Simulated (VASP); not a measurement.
# Al2BAs2 (I4/mmm) in VASP: notebook, part 3 of 3

VASP 6.6.1. The steps go on from the part before.

**6. Relaxation of cell and atoms, PBE**

This run uses another cell than the first one, of 18.52 Å³/atom.

Input file INCAR:

```
ALGO = Normal
EDIFF = 1E-6
EDIFFG = -0.01
ENCUT = 600
GGA = PE
IBRION = 2
ISIF = 3
ISMEAR = 0
LASPH = T
LCHARG = F
LREAL = F
LWAVE = F
NELM = 100
NSW = 100
PREC = Accurate
SIGMA = 0.1
```

Input file KPOINTS:

```
k-points
0
Gamma
  10 10 10
```

Input file POSCAR:

```
Al2BAs2
1.0
   -2.6008912289      2.6008912289      3.4228684659
    2.6008912289     -2.6008912289      3.4228684659
    2.6008912289      2.6008912289     -3.4228684659
Al B As
2 1 2
Direct
    0.8067268336      0.8067268336      0.0000000000
    0.1932731664      0.1932731664      0.0000000000
    0.5000000000      0.5000000000      0.0000000000
    0.7500000000      0.2500000000      0.5000000000
    0.2500000000      0.7500000000      0.5000000000
```

Potentials or basis: VASP PAW PBE potentials, release 64 (Al, B, As).

Started as:

```
> cat potpaw_PBE.64/Al/POTCAR potpaw_PBE.64/B/POTCAR potpaw_PBE.64/As/POTCAR > POTCAR
> mpirun -np 1 vasp_std > vasp.out
```

OUTCAR:

```text
EDIFF = 1E-6
   EDIFFG = -0.01
   ENCUT = 600
   GGA = PE
   IBRION = 2
   ISIF = 3
   ISMEAR = 0
   LASPH = T
   LREAL = F
   NELM = 100
   NSW = 100
   PREC = Accurate

 ion  position               nearest neighbor table
   1  0.807  0.807  0.000-   3 2.10   4 2.63   5 2.63   4 2.63   5 2.63   2 2.65
   2  0.193  0.193  0.000-   3 2.10   5 2.63   4 2.63   4 2.63   5 2.63   1 2.65
   3  0.500  0.500  0.000-   1 2.10   2 2.10
   4  0.750  0.250  0.500-   1 2.63   2 2.63   1 2.63   2 2.63
   5  0.250  0.750  0.500-   1 2.63   2 2.63   1 2.63   2 2.63

  LATTYP: Found a body centered tetragonal cell.
 ALAT       =     5.2017824578
 C/A-ratio  =     1.3160367600

  Lattice vectors:

 A1 = (  -2.6008912289,   2.6008912289,   3.4228684659)
 A2 = (   2.6008912289,  -2.6008912289,   3.4228684659)
 A3 = (   2.6008912289,   2.6008912289,  -3.4228684659)

Analysis of symmetry for initial positions (statically):
=====================================================================
 Subroutine PRICEL returns:
 Original cell was already a primitive cell.

 Routine SETGRP: Setting up the symmetry group for a
 body centered tetragonal supercell.

 Subroutine GETGRP returns: Found 16 space group operations
 (whereof 16 operations were pure point group operations)
 out of a pool of 16 trial point group operations.

The static configuration has the point symmetry D_4h.

Analysis of symmetry for dynamics (positions and initial velocities):
=====================================================================
 Subroutine PRICEL returns:
 Original cell was already a primitive cell.

 Routine SETGRP: Setting up the symmetry group for a
 body centered tetragonal supercell.

 Subroutine GETGRP returns: Found 16 space group operations
 (whereof 16 operations were pure point group operations)
 out of a pool of 16 trial point group operations.

The dynamic configuration has the point symmetry D_4h.

[... 144 lines left out ...]

 number of electron      19.0000000 magnetization

 Free energy of the ion-electron system (eV)
  ---------------------------------------------------
  ext. energy  EPLUGINS =         0.00000000
  ---------------------------------------------------
  free energy    TOTEN  =       -20.30049027 eV

  energy without entropy =      -20.28653674  energy(sigma->0) =      -20.29351351

------------------------ aborting loop because EDIFF is reached ----------------------------------------

  FORCE on cell =-STRESS in cart. coord.  units (eV):
  Direction    XX          YY          ZZ          XY          YZ          ZX
  --------------------------------------------------------------------------------------
  -------------------------------------------------------------------------------------
  Total        0.0940373      0.0940373     -0.3127109      0.0000000     -0.0000000      0.0000000
  in kB        1.6267333      1.6267333     -5.4095231      0.0000000     -0.0000000      0.0000000
  external PRESSURE =      -0.7186855 kB  Pullay stress =       0.0000000 kB
[... 182 lines left out ...]
--------------------------------------- Ionic step        6  -------------------------------------------

 number of electron      19.0000000 magnetization

 Free energy of the ion-electron system (eV)
  ---------------------------------------------------
  ext. energy  EPLUGINS =         0.00000000
  ---------------------------------------------------
  free energy    TOTEN  =       -20.30274010 eV

  energy without entropy =      -20.28918654  energy(sigma->0) =      -20.29596332

 E-fermi :   5.0258     XC(G=0):  -9.8409

 val. band max:        5.0224086938   @ k =   0.5000   0.4000  -0.0000
 cond. band min:       5.0261644400   @ k =  -0.4000   0.4000   0.4000
 fundamental gap:      0.0037557463
 Fermi energy:         5.0258063294

 k-point     1 :       0.0000    0.0000    0.0000
  band No.  band energies     occupation
      1      -7.6130      2.00000
      2      -4.2856      2.00000
      3      -0.0835      2.00000
      4       1.2221      2.00000
      5       1.2388      2.00000
      6       1.2388      2.00000
      7       2.7746      2.00000
      8       2.8053      2.00000
      9       2.8663      2.00000
     10       2.8663      2.00000
     11       5.0940      0.33510
     12       5.1064      0.25420
     13       5.1064      0.25420
[... 354 lines left out ...]
  band No.  band energies     occupation
      1      -5.9227      2.00000
      2      -5.7628      2.00000
      3      -2.9473      2.00000
      4      -1.2599      2.00000
      5       0.7777      2.00000
      6       2.7803      2.00000
      7       3.2271      2.00000
      8       3.9007      2.00000
      9       4.5207      2.00000
     10       4.8195      1.99648
     11       5.3295      0.00002
     12       7.0551      0.00000
     13       7.3454      0.00000

 [... further k-points ...]

------------------------ aborting loop because EDIFF is reached ----------------------------------------

  FORCE on cell =-STRESS in cart. coord.  units (eV):
  Direction    XX          YY          ZZ          XY          YZ          ZX
  --------------------------------------------------------------------------------------
  -------------------------------------------------------------------------------------
  Total        0.0067306      0.0067306      0.0091225      0.0000000      0.0000000      0.0000000
  in kB        0.1166020      0.1166020      0.1580403      0.0000000      0.0000000      0.0000000
  external PRESSURE =       0.1304148 kB  Pullay stress =       0.0000000 kB
[... 20 lines left out ...]
  FREE ENERGIE OF THE ION-ELECTRON SYSTEM (eV)
  ---------------------------------------------------
  free  energy   TOTEN  =       -20.3027400968 eV

  energy  without entropy=      -20.2891865367  energy(sigma->0) =      -20.29596332

 reached required accuracy - stopping structural energy minimisation
```

CONTCAR:

```text
Al2BAs2
   1.00000000000000
    -2.6100524051705087    2.6100524051705087    3.3939049268839283
     2.6100524051705087   -2.6100524051705087    3.3939049268839283
     2.6100524051705087    2.6100524051705087   -3.3939049268839283
  Al              B               As
     2     1     2
Direct
     0.8080660888912594    0.8080660888912594    0.0000000000000000
     0.1919339111087406    0.1919339111087406    0.0000000000000000
     0.5000000000000000    0.5000000000000000    0.0000000000000000
     0.7500000000000000    0.2500000000000000    0.5000000000000000
     0.2500000000000000    0.7500000000000000    0.5000000000000000

  0.00000000E+00  0.00000000E+00  0.00000000E+00
  0.00000000E+00  0.00000000E+00  0.00000000E+00
  0.00000000E+00  0.00000000E+00  0.00000000E+00
  0.00000000E+00  0.00000000E+00  0.00000000E+00
  0.00000000E+00  0.00000000E+00  0.00000000E+00
```

Wall time 9.5 min (1 thread of Intel Xeon 8259CL, shared host); peak memory 0.38 GiB.

Results:

- Free energy: -20.3027 eV
- Relaxed volume: 18.50 Å³/atom
- Relaxed cell: a = 5.014 Å, b = 5.014 Å, c = 5.014 Å, α = 117.27°, β = 117.27°, γ = 94.81°
- Space group after relaxing (to 0.1 Å): I4/mmm (No. 139)
- Energy gained by relaxing: 0.4 meV/atom
- Ionic steps: 6
- Pressure after relaxing: 0.0 GPa
- Largest force after relaxing: 0.004 eV/Å
- Band gap on the k mesh: zero (an odd number of electrons rules out a gap without spin polarisation)

Forces in eV/Å, atoms in the order of the input:
```
Al   0.000  0.000 -0.004
Al   0.000  0.000  0.004
B    0.000  0.000  0.000
As   0.000  0.000  0.000
As   0.000  0.000  0.000
```

Step by step:
```
step  energy change (eV)  largest force (eV/Å)  pressure (GPa)  volume (Å³)
   1              0.0000                0.0568           -0.07        92.62
   2             -0.0012                0.0465            0.01        92.51
   3             -0.0021                0.0246            0.14        92.33
   4             -0.0021                0.0200            0.18        92.30
   5             -0.0022                0.0228           -0.11        92.63
   6             -0.0022                0.0041            0.01        92.48
```

Final structure:
```yaml
crystal:
  lattice:
    - [-2.61005, 2.61005, 3.39390]
    - [2.61005, -2.61005, 3.39390]
    - [2.61005, 2.61005, -3.39390]
  atoms:
    - { symbol: Al, position: [0.80807, 0.80807, 0.00000] }
    - { symbol: Al, position: [0.19193, 0.19193, 0.00000] }
    - { symbol: B, position: [0.50000, 0.50000, 0.00000] }
    - { symbol: As, position: [0.75000, 0.25000, 0.50000] }
    - { symbol: As, position: [0.25000, 0.75000, 0.50000] }
```

**7. Summary**

| task | cell | k mesh | cutoff (eV) | gap on the mesh (eV) | pressure (GPa) | relaxed volume (Å³/atom) | largest force (eV/Å) |
| --- | --- | --- | --- | --- | --- | --- | --- |
| single point | a = 5.547 Å, angles 132.5, 132.5, 69.5°, 5 atoms, atomic positions A | 6 × 6 × 6 | 520 | none | 26.0 | - | 0.98 |
| single point | a = 5.024 Å, angles 117.7, 117.7, 94.1°, 5 atoms, atomic positions B | 6 × 6 × 6 | 520 | none | 0.0 | - | 0.01 |
| single point | a = 5.014 Å, angles 117.3, 117.3, 94.7°, 5 atoms, atomic positions B | 10 × 10 × 10 | 520 | none | 0.1 | - | 0.01 |
| relaxation of cell and atoms | relaxed from a = 5.547 Å, angles 132.5, 132.5, 69.5°, 5 atoms, atomic positions A | 6 × 6 × 6 | 600 | none | 0.1 | 18.49 | 0.03 |
| relaxation of cell and atoms | relaxed from a = 5.024 Å, angles 117.7, 117.7, 94.1°, 5 atoms, atomic positions B | 10 × 10 × 10 | 600 | none | 0.0 | 18.50 | - |

Alike in all rows: level PBE; potentials or basis VASP PAW PBE potentials, release 64 (Al, B, As); no spin polarisation; smearing gaussian 0.1 eV.

Caveats: the cell stands under pressure (at least some runs).

Total energies depend on the potentials used, so only differences within one code and one set of settings carry meaning.
